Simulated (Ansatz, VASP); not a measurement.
Given: the input of a run of Ansatz 0.2.0 on Re.

File input.yaml:

```yaml
crystal:
  lattice:
    - [2.7608, 0.0, 0.0]
    - [-1.3804, 2.3909229348, 0.0]
    - [0.0, 0.0, 4.4582]
  atoms:
    - { symbol: Re, position: [0.6666666667, 0.3333333333, 0.75] }
    - { symbol: Re, position: [0.3333333333, 0.6666666667, 0.25] }
kpoints:
  mp_grid: { grid: [11, 11, 6] }
scf:
  occupations: { method: fermi_dirac, width: 0.05 }
hamiltonian:
  xc: blyp
  dispersion: d3bj
  pseudopotentials: { kind: all_electron, lapw: { basis_error: 0.001 } }
output:
  forces: true
  stress: true
relax:
  f_tol: 0.02
  max_steps: 60
  cell: {}
```

Potentials or basis: all-electron LAPW, scalar-relativistic.

Run with:

```bash
$ ansatz run input.yaml --threads 1 --pin off --max-ram 3072MiB --backend cpu --events-out ev --progress --plain --runs-dir out
```

Problem. Set up the same calculation for VASP 6.6.1. Potentials there: VASP PAW PBE potentials, release 64 (Re).

Solution. As run (the cutoff follows the program's own potentials):

Contents of INCAR:

```
SYSTEM = Re
AGGAC = 1.0 ; AGGAX = 1.0
ALDAC = 0.0 ; ALDAX = 1.0
ALGO = Normal ; EDIFF = 1E-7
EDIFFG = -0.02 ; ENCUT = 600
GGA = B5 ; IBRION = 2
ISIF = 3 ; ISMEAR = -1
IVDW = 12 ; LASPH = .True.
LCHARG = .False. ; LREAL = .False.
LWAVE = .False. ; NELM = 100
NSW = 80 ; PREC = Accurate
SIGMA = 0.05 ; VDW_A1 = 0.4298
VDW_A2 = 4.2359 ; VDW_S6 = 1.0
VDW_S8 = 2.6996
```

Contents of KPOINTS:

```
k-points
0
Gamma
  11 11 6
  0 0 0
```

Contents of POSCAR:

```
Re
1.0
    2.7608000000      0.0000000000      0.0000000000
   -1.3804000000      2.3909229348      0.0000000000
    0.0000000000      0.0000000000      4.4582000000
Re
2
Direct
    0.6666666667      0.3333333333      0.7500000000
    0.3333333333      0.6666666667      0.2500000000
```

Potentials or basis: VASP PAW PBE potentials, release 64 (Re).

Run with:

```console
$ cat potpaw_PBE.64/Re/POTCAR > POTCAR
$ mpirun -np 1 vasp_std > vasp.out
```

Both were run:

|  | VASP | Ansatz | Ansatz less VASP |
| --- | --- | --- | --- |
| relaxed volume (Å³/atom) | 14.87 | 14.78 | -0.096 |
| relaxed cell length with the largest relative difference (Å) | 2.773 | 2.767 | -0.0070 |

VASP's potentials were made for PBE, not for BLYP. Ansatz ran all-electron here, and VASP with PAW potentials.

Spin-orbit coupling is off throughout.
